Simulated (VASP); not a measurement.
Wanted: the native input for a VASP 6.6.1 run.

- Task: single point
- Functional: PBEsol
- Potentials or basis: VASP PAW PBE potentials, release 64 (Hf_pv, N)
- Cutoff: 520 eV
- k mesh: 16 × 16 × 16
- Occupations: gaussian, width 0.15 eV
- Spin: no spin polarisation
- Dipole correction: no
- Further INCAR settings: ALGO = Normal; EDIFF = 1e-06; NBANDS = 14

The structure of HfN lies in POSCAR:

```
HfN
1.0
    0.0000000000      2.5775631000      2.3934514500
    2.5775631000      0.0000000000      2.3934514500
    2.5775631000      2.5775631000      0.0000000000
Hf N
1 1
Direct
    0.0000000000      0.0000000000      0.0000000000
    0.7500000000      0.7500000000      0.7500000000
```

This cell differs from its parent crystal: strain +0.050 along x and y, -0.025 along z.

The input as run:

INCAR

```
SYSTEM = HfN
PREC = Accurate
ENCUT = 520
EDIFF = 1E-6
ISMEAR = 0
SIGMA = 0.15
LREAL = .FALSE.
LASPH = .TRUE.
NELM = 80
ALGO = Normal
ISIF = 2
LWAVE = .FALSE.
LCHARG = .FALSE.
GGA = PS
NBANDS = 14
```

KPOINTS

```
Automatic mesh
0
G
  16 16 16
  0 0 0
```

Potentials or basis: VASP PAW PBE potentials, release 64 (Hf_pv, N).

Launch:

```sh
$ cat potpaw_PBE.64/Hf_pv/POTCAR potpaw_PBE.64/N/POTCAR > POTCAR
$ mpirun -np 1 vasp_std > vasp.out
```

Results of the run:

```json
{
  "Pressure": "-17.6 GPa"
}
```

Caveat: the cell differs from its parent crystal (strain +0.050 along x and y, -0.025 along z); the PAW data sets were made with another functional, which shifts forces and pressure a little.

Run time: 60 s on 1 thread of Intel(R) Xeon(R) 6975P-C (Granite Rapids), on a shared host, peak memory 0.28 GiB.
